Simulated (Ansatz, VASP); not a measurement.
## KTaO3 in VASP and in Ansatz

```
Ta K O
1.0
     3.90688    0.00000    0.00000
     0.00000    3.90688    0.00000
     0.00000    0.00000    3.90688
Ta K O
1 1 3
Direct
  0.00000 0.00000 0.00000
  0.50000 0.50000 0.50000
  0.00000 0.00000 0.50000
  0.00000 0.50000 0.00000
  0.50000 0.00000 0.00000
```

Alike in both runs: task single point; functional r2SCAN; dispersion D4; k mesh 7 × 7 × 7; occupations fermi-dirac, width 0.05 eV; no spin polarisation.

```csv
,VASP,Ansatz
version,VASP 6.6.1,Ansatz 0.2.0
potentials or method,"VASP PAW PBE potentials, release 64 (Ta_pv, K_sv, O)",Ansatz PAW
plane-wave cutoff (eV),520,500
valence electrons in the cell,38,40
```

Ansatz gave:

```
gap on the k mesh at the Fermi level (eV) : 2.85
least direct gap on the mesh (eV)         : 3.39
pressure (GPa)                            : 14.3
```

Problem. What did VASP give for the same quantities?

Solution. gap on the k mesh at the Fermi level (eV): 2.82; least direct gap on the mesh (eV): 3.37; pressure (GPa): 15.6.

VASP's potentials were made for PBE, not for r2SCAN. VASP's potentials hold 38 valence electrons a cell and Ansatz's 40, so a difference there can come from the potentials and not from the codes.

Neither program's run includes spin-orbit coupling. Noted on Ansatz's run: odd divisions of the mesh miss points on the zone boundary, where band edges often lie, so the gap on the mesh can be too wide.
